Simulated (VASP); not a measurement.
# Gd (P6_3/mmc) in VASP: single point with PBE

Aim: the single point of Gd with PBE.

All numbers are computed with VASP 6.6.1; they aren't measurements. Logs are shortened: lines on timing, memory, paths and dates and some standing lists are left out, and cuts for length are marked.

### Step 1. The cell of the first run

It takes space group P6_3/mmc (No. 194, hexagonal). The conventional cell has a = 2.690 Å, b = 2.690 Å, c = 4.593 Å, α = 90.00°, β = 90.00°, γ = 120.00°. Gd (site symmetry -6m2) has 12 Gd at 2.69 to 2.77 Å within 3.5 Å.

### Step 2. Single point, PBE, collinear spin, ferromagnetic start

File INCAR:

```
PREC = Accurate
ENCUT = 520
EDIFF = 1E-6
ISMEAR = -1
SIGMA = 0.08
LREAL = False
LASPH = True
NELM = 150
ALGO = Normal
ISIF = 2
LWAVE = False
LCHARG = False
ISPIN = 2
MAGMOM = 7 7
LORBIT = 11
LMAXMIX = 6
GGA = PE
NBANDS = 29
```

File KPOINTS:

```
Automatic mesh
0
Gamma
  16 16 9
```

File POSCAR:

```
Gd
1.0
    2.6903591256      0.0000000000      0.0000000000
   -1.3451795628      2.3299193481      0.0000000000
    0.0000000000      0.0000000000      4.5928397096
Gd
2
Direct
    0.3333333333      0.6666666667      0.2500000000
    0.6666666667      0.3333333333      0.7500000000
```

Potentials or basis: VASP PAW PBE potentials, release 64 (Gd).

Launch:

```sh
> cat potpaw_PBE.64/Gd/POTCAR > POTCAR
> mpirun -np 1 vasp_std > vasp.out
```

OUTCAR:

```text
PREC = Accurate
   ENCUT = 520
   EDIFF = 1E-6
   ISMEAR = -1
   LREAL = False
   LASPH = True
   NELM = 150
   ISIF = 2
   ISPIN = 2
   LORBIT = 11
   GGA = PE

 ion  position               nearest neighbor table
   1  0.333  0.667  0.250-   2 2.77   2 2.77   2 2.77   2 2.77   2 2.77   2 2.77
   2  0.667  0.333  0.750-   1 2.77   1 2.77   1 2.77   1 2.77   1 2.77   1 2.77

  LATTYP: Found a hexagonal cell.
 ALAT       =     2.6903591256
 C/A-ratio  =     1.7071474458

  Lattice vectors:

 A1 = (   2.6903591256,   0.0000000000,   0.0000000000)
 A2 = (  -1.3451795628,   2.3299193481,   0.0000000000)
 A3 = (   0.0000000000,   0.0000000000,   4.5928397096)

Analysis of symmetry for initial positions (statically):
=====================================================================
 Subroutine PRICEL returns:
 Original cell was already a primitive cell.

 Routine SETGRP: Setting up the symmetry group for a
 hexagonal supercell.

 Subroutine GETGRP returns: Found 24 space group operations
 (whereof 12 operations were pure point group operations)
 out of a pool of 24 trial point group operations.

The static configuration has the point symmetry D_3d.
 The point group associated with its full space group is D_6h.

Analysis of symmetry for dynamics (positions and initial velocities):
=====================================================================
 Subroutine PRICEL returns:
 Original cell was already a primitive cell.

 Routine SETGRP: Setting up the symmetry group for a
 hexagonal supercell.

 Subroutine GETGRP returns: Found 24 space group operations
 (whereof 12 operations were pure point group operations)
 out of a pool of 24 trial point group operations.

The dynamic configuration has the point symmetry D_3d.
 The point group associated with its full space group is D_6h.

Analysis of structural, dynamic, and magnetic symmetry:
=====================================================================
 Subroutine PRICEL returns:
 Original cell was already a primitive cell.

 Routine SETGRP: Setting up the symmetry group for a
 hexagonal supercell.

 Subroutine GETGRP returns: Found 24 space group operations
 (whereof 12 operations were pure point group operations)
 out of a pool of 24 trial point group operations.

The overall configuration has the point symmetry D_3d.
 The point group associated with its full space group is D_6h.

 Subroutine INISYM returns: Found 24 space group operations
 (whereof 12 operations are pure point group operations),
 and found     1 'primitive' translations

----------------------------------------------------------------------------------------

                                     Primitive cell

  volume of cell :      28.7894

  direct lattice vectors                    reciprocal lattice vectors
     2.690359126  0.000000000  0.000000000     0.371697589  0.214599703  0.000000000
    -1.345179563  2.329919348  0.000000000     0.000000000  0.429199406  0.000000000
     0.000000000  0.000000000  4.592839710     0.000000000  0.000000000  0.217730220

  length of vectors
     2.690359126  2.690359126  4.592839710     0.429199406  0.429199406  0.217730220

  position of ions in fractional coordinates (direct lattice)
     0.333333333  0.666666667  0.250000000
     0.666666667  0.333333333  0.750000000

  ion indices of the primitive-cell ions
   primitive index   ion index
                 1           1
                 2           2

----------------------------------------------------------------------------------------

 KPOINTS: Automatic mesh

Automatic generation of k-mesh.
 Grid dimensions read from file:
 generate k-points for:   16   16    9

 Generating k-lattice:

  Cartesian coordinates                     Fractional coordinates (reciprocal lattice)
     0.023231099  0.013412481  0.000000000     0.062500000 -0.000000000  0.000000000
     0.000000000  0.026824963  0.000000000     0.000000000  0.062500000  0.000000000
     0.000000000  0.000000000  0.024192247     0.000000000  0.000000000  0.111111111

  Length of vectors
     0.026824963  0.026824963  0.024192247

  Shift w.r.t. Gamma in fractional coordinates (k-lattice)
     0.000000000  0.000000000  0.000000000

 Subroutine IBZKPT returns following result:
 ===========================================

 Found    150 irreducible k-points:

 Following reciprocal coordinates:
            Coordinates               Weight
  0.000000  0.000000  0.000000      1.000000
  0.062500 -0.000000  0.000000      6.000000
  0.125000 -0.000000  0.000000      6.000000
  0.187500 -0.000000  0.000000      6.000000
  0.250000 -0.000000  0.000000      6.000000
  0.312500 -0.000000  0.000000      6.000000
[... 16 lines left out ...]
  0.187500  0.187500  0.000000      6.000000
  0.250000  0.187500  0.000000     12.000000
 [... further k-points ...]
   k-points           NKPTS =    150   k-points in BZ     NKDIM =    150   number of bands    NBANDS=     29
   number of dos      NEDOS =    301   number of ions     NIONS =      2
   total plane-waves  NPLWV =  14400
   dimension x,y,z NGX =    20 NGY =   20 NGZ =   36
   dimension x,y,z NGXF=    40 NGYF=   40 NGZF=   72
   ions per type =               2
   NGX,Y,Z   is equivalent  to a cutoff of  12.36, 12.36, 13.03 a.u.
   NGXF,Y,Z  is equivalent  to a cutoff of  24.72, 24.72, 26.06 a.u.
 SYSTEM =  unknown system
   PREC   = accura    normal or accurate (medium, high low for compatibility)
   ISTART =      0    job   : 0-new  1-cont  2-samecut
   ICHARG =      2    charge: 1-file 2-atom 10-const
   ISPIN  =      2    spin polarized calculation?
   LNONCOLLINEAR =      F non collinear calculations
   LSORBIT =      F    spin-orbit coupling
   LASPH  =      T    aspherical Exc in radial PAW
   ENCUT  =  520.0 eV  38.22 Ry    6.18 a.u.   5.00  5.00  8.54*2*pi/ulx,y,z
   NELM   =    150;   NELMIN=  2; NELMDL= -5     # of ELM steps
   EDIFF  = 0.1E-05   stopping-criterion for ELM
   LREAL  =      F    real-space projection
   EDIFFG = 0.1E-04   stopping-criterion for IOM
   NSW    =      0    number of steps for IOM
   IBRION =     -1    ionic relax: 0-MD 1-quasi-New 2-CG
   NFREE  =      0    steps in history (QN), initial steepest desc. (CG)
   ISIF   =      2    stress and relaxation
   ISYM   =      2    0-nonsym 1-usesym 2-fastsym
   POTIM  = 0.5000    time-step for ionic-motion
   TEBEG  =    0.0;   TEEND  =   0.0 temperature during run
   PSTRESS=    0.0 pullay stress
   NELECT =      36.0000    total number of electrons
   NUPDOWN=      -1.0000    fix difference up-down
   EMIN   =  10.00;   EMAX   =-10.00  energy-range for DOS
   EFERMI =   0.00;   METHOD = LEGACY
   ISMEAR =    -1;   SIGMA  =   0.08  broadening in eV -4-tet -1-fermi 0-gaus
   EFERMI_NEDOS =   21; number of points for ismear=-14 and -15
   IALGO  =     38    algorithm
   IMIX   =      4    mixing-type and parameters
     AMIX     =   0.40;   BMIX     =  1.00
     AMIX_MAG =   1.60;   BMIX_MAG =  1.00
  volume/ion in A,a.u.               =      14.39        97.14
  Fermi-wavevector in a.u.,A,eV,Ry     =   1.763728  3.332962 42.324122  3.110735
  Thomas-Fermi vector in A             =   2.831846
   LORBIT       =     11    0 simple, 1 ext, 2 COOP (PROOUT), +10 PAW based schemes
   GGA     = PE    functional components
   LHFCALC =     F    Hartree Fock is set to
   AEXX    =    0.0000 exact exchange contribution
   IVDW    =     0    specifies the selected vdW correction
   LEPSILON=     F    determine dielectric tensor
   LRPA    =     F    only Hartree local field effects (RPA)
 spin polarized calculation
  energy-cutoff  :      520.00
  volume of cell :       28.79
 maximum number of plane-waves:       793
 NGX is ok and might be reduce to    20
   NGX =  9   NGY =  9   NGZ = 17

 number of electron      36.0000005 magnetization      13.3893103

 Free energy of the ion-electron system (eV)
  ---------------------------------------------------
  ext. energy  EPLUGINS =         0.00000000
  ---------------------------------------------------
  free energy    TOTEN  =       -16.82507078 eV

  energy without entropy =      -16.77733700  energy(sigma->0) =      -16.80120389

 E-fermi :   8.2919     XC(G=0): -14.4687

 val. band max:        8.2918701973   @ k =   0.0000   0.0000   0.2222
 cond. band min:       8.2959876032   @ k =   0.3125   0.1250   0.2222
 fundamental gap:      0.0041174059
 Fermi energy:         8.2919039979

 spin component 1

 k-point     1 :       0.0000    0.0000    0.0000
  band No.  band energies     occupation
      1     -37.3017      1.00000
      2     -36.0580      1.00000
      3     -17.2587      1.00000
      4     -11.4346      1.00000
      5     -11.4346      1.00000
      6     -11.2105      1.00000
[... 21 lines left out ...]
     28      11.6229      0.00000
     29      11.6229      0.00000
[... 705 lines left out ...]
 k-point    24 :       0.2500    0.1875    0.0000
  band No.  band energies     occupation
      1     -36.0341      1.00000
      2     -35.3960      1.00000
      3     -15.7844      1.00000
      4     -15.4203      1.00000
      5     -15.1413      1.00000
      6     -13.5010      1.00000
[... 21 lines left out ...]
     28      11.9646      0.00000
     29      12.5223      0.00000

 [... further k-points ...]

 spin component 2

 k-point     1 :       0.0000    0.0000    0.0000
  band No.  band energies     occupation
      1     -34.5879      1.00000
      2     -33.1475      1.00000
      3     -15.6382      1.00000
      4      -9.1387      1.00000
      5      -9.1387      1.00000
      6      -8.8724      1.00000
[... 21 lines left out ...]
     28      12.9199      0.00000
     29      12.9199      0.00000
[... 705 lines left out ...]
 k-point    24 :       0.2500    0.1875    0.0000
  band No.  band energies     occupation
      1     -33.1435      1.00000
      2     -32.3892      1.00000
      3     -13.9751      1.00000
      4     -13.5724      1.00000
      5     -13.3221      1.00000
      6     -11.4799      1.00000
[... 21 lines left out ...]
     28      13.6227      0.00000
     29      13.9314      0.00000

 [... further k-points ...]

------------------------ aborting loop because EDIFF is reached ----------------------------------------

  FORCE on cell =-STRESS in cart. coord.  units (eV):
  Direction    XX          YY          ZZ          XY          YZ          ZX
  --------------------------------------------------------------------------------------
  -------------------------------------------------------------------------------------
  Total       18.3827391     18.3827391     18.2849579     -0.0000000     -0.0000000      0.0000000
  in kB     1023.0300076   1023.0300076   1017.5883201     -0.0000000     -0.0000000      0.0000000
  external PRESSURE =    1021.2161118 kB  Pullay stress =       0.0000000 kB

 VOLUME and BASIS-vectors are now :
 -----------------------------------------------------------------------------
  energy-cutoff  :      520.00
  volume of cell :       28.79
      direct lattice vectors                 reciprocal lattice vectors
     2.690359126  0.000000000  0.000000000     0.371697589  0.214599703  0.000000000
    -1.345179563  2.329919348  0.000000000     0.000000000  0.429199406  0.000000000
     0.000000000  0.000000000  4.592839710     0.000000000  0.000000000  0.217730220

 POSITION                                       TOTAL-FORCE (eV/Angst)
 -----------------------------------------------------------------------------------
     -0.00000      1.55328      1.14821         0.000000     -0.000000      0.000000
      1.34518      0.77664      3.44463        -0.000000      0.000000      0.000000
 -----------------------------------------------------------------------------------
    total drift:                               -0.000000      0.000000     -0.000000

  FREE ENERGIE OF THE ION-ELECTRON SYSTEM (eV)
  ---------------------------------------------------
  free  energy   TOTEN  =       -16.8250707812 eV

  energy  without entropy=      -16.7773370038  energy(sigma->0) =      -16.80120389

 total charge

# of ion       s       p       d       f       tot
--------------------------------------------------
    1        2.098   5.508   1.343   7.195  16.143
    2        2.098   5.508   1.343   7.195  16.143
--------------------------------------------------
tot          4.195  11.016   2.686  14.390  32.287

 magnetization (x)

# of ion       s       p       d       f       tot
--------------------------------------------------
    1        0.027  -0.047   0.077   6.433   6.490
    2        0.027  -0.047   0.077   6.433   6.490
--------------------------------------------------
tot          0.054  -0.094   0.154  12.867  12.981
```

Run time: 16 min. Hardware: 1 thread of Oxide Virtual Turin-like, shared host; peak memory 0.27 GiB.

What came out:

- Free energy: -16.8251 eV
- Pressure: 102.1 GPa
- Net moment: 13.39 μB per cell
- Site moments: Gd +6.49 μB
- Valence electrons inside the program's atomic spheres: Gd 16.14

Levels at points of the mesh, in eV from the Fermi level:
Spin up:
| k point | band 22 | band 23 | band 24 | band 25 | band 26 | band 27 | band 28 | band 29 |
| --- | --- | --- | --- | --- | --- | --- | --- | --- |
| (0.00, 0.00, 0.00) | -3.02 | -2.80 | -2.78 | 0.97 | 1.96 | 1.96 | 3.33 | 3.33 |
| (0.50, 0.00, 0.00) | -2.97 | -2.85 | -2.54 | -2.21 | 1.67 | 2.96 | 4.22 | 5.53 |
Spin down:
```tsv
k point	band 7	band 8	band 9	band 10	band 11	band 12	band 13	band 14	band 15	band 16
(0.00, 0.00, 0.00)	-16.68	-16.68	-2.57	-2.38	-0.13	0.42	0.60	1.18	1.18	1.46
(0.50, 0.00, 0.00)	-18.86	-17.79	-4.13	-3.04	-1.64	0.37	0.86	1.37	1.40	1.48
```

Caveat: the cell stands under pressure; spin-orbit coupling is left out, which moves the levels of the heavy elements; semilocal functionals describe open f shells poorly, which spoils levels, moments and volumes.
